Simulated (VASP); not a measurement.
Wanted: the native input for a VASP 6.6.1 run.

| Property | Result |
| --- | --- |
| Task | single point |
| Functional | r2SCAN |
| Potentials or basis | VASP PAW PBE potentials, release 64 (Al, N) |
| Cutoff | 520 eV |
| k mesh | 10 × 10 × 10 |
| Occupations | gaussian, width 0.05 eV |
| Spin | no spin polarisation |
| Dipole correction | no |
| Further INCAR settings | ALGO = Normal; EDIFF = 1e-07; NBANDS = 11 |

The system is AlN.

```
CELL_PARAMETERS angstrom
0.00000 1.94662 2.75253
1.94662 0.00000 2.75253
1.94662 1.94662 0.00000
ATOMIC_POSITIONS crystal
Al 0.00000 0.00000 0.00000
N 0.75000 0.75000 0.75000
```

This cell differs from its parent crystal: ratio of the length along z to the lengths across it x 1.414, volume and fractional coordinates fixed.

These files were run (other wordings do the same):

POSCAR

```
AlN
1.0
    0.0000000000      1.9466231613      2.7525251501
    1.9466231613      0.0000000000      2.7525251501
    1.9466231613      1.9466231613      0.0000000000
Al N
1 1
Direct
    0.0000000000      0.0000000000      0.0000000000
    0.7500000000      0.7500000000      0.7500000000
```

INCAR.step1

```
  PREC = Accurate
  ENCUT = 520
  ISMEAR = 0
  SIGMA = 0.05
  LREAL = F
  LASPH = T
  NELM = 100
  NBANDS = 11
  GGA = PE
  ALGO = Normal
  EDIFF = 1E-4
  LWAVE = T
  LCHARG = F
```

INCAR.step2

```
  PREC = Accurate
  ENCUT = 520
  EDIFF = 1E-7
  ISMEAR = 0
  SIGMA = 0.05
  LREAL = F
  LASPH = T
  NELM = 100
  ALGO = Normal
  ISIF = 2
  LWAVE = F
  LCHARG = F
  METAGGA = R2SCAN
  LMIXTAU = T
  NBANDS = 11
  ISTART = 1
```

KPOINTS

```
regular mesh
0
Gamma
  10 10 10
```

Potentials or basis: VASP PAW PBE potentials, release 64 (Al, N).

The run is started by

```console
$ cat potpaw_PBE.64/Al/POTCAR potpaw_PBE.64/N/POTCAR > POTCAR
$ cp INCAR.step1 INCAR
$ mpirun -np 1 vasp_std > vasp.out
$ cp INCAR.step2 INCAR
$ mpirun -np 1 vasp_std > vasp.out
```

It gave:

```json
{"Pressure": "-5.0 GPa", "Band gap on the k mesh": "1.63 eV (least direct gap 2.02 eV)"}
```

Caveat: the cell stands under tension; the PAW data sets were made with another functional, which shifts forces and pressure a little.

It took 93 s on 1 thread of Intel(R) Xeon(R) Platinum 8559C (Emerald Rapids) (shared host), peak memory 0.15 GiB.
